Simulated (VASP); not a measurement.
Runs of VASP 6.6.1 on WC. The structure is that of space group P-6m2 (No. 187), or close to it. The cells are those of the table. 

```csv
task,potentials or basis,cell,k mesh,cutoff (eV),gap on the mesh (eV),pressure (GPa)
single point,"VASP PAW PBE potentials, release 64 (W_sv, C_h)","a = 2.912, b = 2.912, c = 2.836 Å, angles 90.0, 90.0, 120.0°, 2 atoms",18 × 18 × 14,910,none,1.8
single point,"VASP PAW PBE potentials, release 64 (W_sv, C_h)","a = 2.943, b = 2.943, c = 2.859 Å, angles 90.0, 90.0, 120.0°, 2 atoms",18 × 18 × 14,910,none,-9.5
single point,"VASP PAW PBE potentials, release 64 (W_sv, C_h)","a = 2.974, b = 2.974, c = 2.882 Å, angles 90.0, 90.0, 120.0°, 2 atoms",18 × 18 × 14,910,none,(a)
single point,"VASP PAW PBE potentials, release 64 (W_sv, C)","a = 2.906, b = 2.907, c = 2.837 Å, angles 90.0, 90.0, 120.0°, 2 atoms",6 × 6 × 6,660,none,3.4
relaxation of shape and atoms at fixed volume,"VASP PAW PBE potentials, release 64 (W_sv, C)","relaxed from a = 2.941, b = 2.941, c = 2.864 Å, angles 90.0, 90.0, 120.0°, 2 atoms",18 × 18 × 14,600,none,-9.6
```

Alike in all rows: level r2SCAN; no spin polarisation; smearing gaussian 0.1 eV.

Problem. Estimate the missing entries.

Solution. (a) -19.2.

Caveats: some runs use coarse meshes; the PAW data sets were made with another functional, which shifts forces and pressure a little; spin-orbit coupling is left out, which moves the levels of the heavy elements; the cutoff is under 1.25 times the usual one of these potentials, so pressure, stress and relaxed cells hold a basis-set (Pulay) error (at least some runs); the cell stands under tension (at least some runs).

A k mesh can miss the band edges, and the runs leave out spin-orbit coupling on W.

A gap of «none» marks levels without a gap at the run's occupations.
